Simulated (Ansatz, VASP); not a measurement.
ZnTe2O3 in VASP and in Ansatz

```
CELL_PARAMETERS angstrom
5.70899 0.00000 0.00000
-2.85450 4.94413 0.00000
0.00000 0.00000 3.38622
ATOMIC_POSITIONS crystal
Zn 0.00000 0.00000 0.00000
Te 0.33333 0.66667 0.00000
Te 0.66667 0.33333 0.00000
O 0.50000 0.00000 0.50000
O 0.50000 0.50000 0.50000
O 0.00000 0.50000 0.50000
```

Change from the starting cell: species swapped into the LaGa3Pd2 type (P6/mmm, No. 191).

Alike in both runs: functional PBE; k mesh 12 × 12 × 12; occupations gaussian, width 0.1 eV; no spin polarisation.

Ansatz relaxed the structure, and its values are those at the end. VASP's run is a single point on that final structure, the one shown.

```csv
,VASP,Ansatz
version,VASP 6.6.1,Ansatz 0.2.0
potentials or method,"VASP PAW PBE potentials, release 64 (Zn, Te, O), cutoff 520 eV","scalar-relativistic, plane waves, PAW"
valence electrons in the cell,42,62
```

VASP gave:

* gap on the k mesh at the Fermi level (eV): none
* pressure (GPa): -0.5

Question: Which values does Ansatz return?

Answer: gap on the k mesh at the Fermi level (eV): none; pressure (GPa): 0.0.

A gap of «none» marks a metal or a gap that the smearing closes. VASP's potentials hold 42 valence electrons a cell and Ansatz's 62, so a difference there can come from the potentials and not from the codes.

Neither program's run includes spin-orbit coupling.
